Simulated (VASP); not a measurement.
Here is a VASP 6.6.1 calculation.

File INCAR:

```
SYSTEM = KCl
PREC = Accurate ; ENCUT = 520
EDIFF = 1E-6 ; ISMEAR = -1
SIGMA = 0.05 ; LREAL = .FALSE.
LASPH = .TRUE. ; NELM = 100
ALGO = Normal ; ISIF = 2
LWAVE = .FALSE. ; LCHARG = .FALSE.
GGA = PS ; NBANDS = 15
```

File KPOINTS:

```
Automatic mesh
0
G
  7 7 7
  0 0 0
```

Contents of POSCAR:

```
KCl
1.0
    3.7375341761      0.0000000000      0.0000000000
    0.0000000000      3.7375341761      0.0000000000
    0.0000000000      0.0000000000      3.7375341761
K Cl
1 1
Direct
    0.0000000000      0.0000000000      0.0000000000
    0.5000000000      0.5000000000      0.5000000000
```

Potentials or basis: VASP PAW PBE potentials, release 64 (K_sv, Cl).

The run is started by

```sh
$ cat potpaw_PBE.64/K_sv/POTCAR potpaw_PBE.64/Cl/POTCAR > POTCAR
$ mpirun -np 1 vasp_std > vasp.out
```

Q: Estimate the pressure.

A: 0.1 GPa.

Q: Estimate the band gap on the k mesh.

A: 4.98 eV, indirect (least direct gap 5.18 eV).

Caveat: the PAW data sets were made with another functional, which shifts forces and pressure a little. A k mesh can miss the band edges.
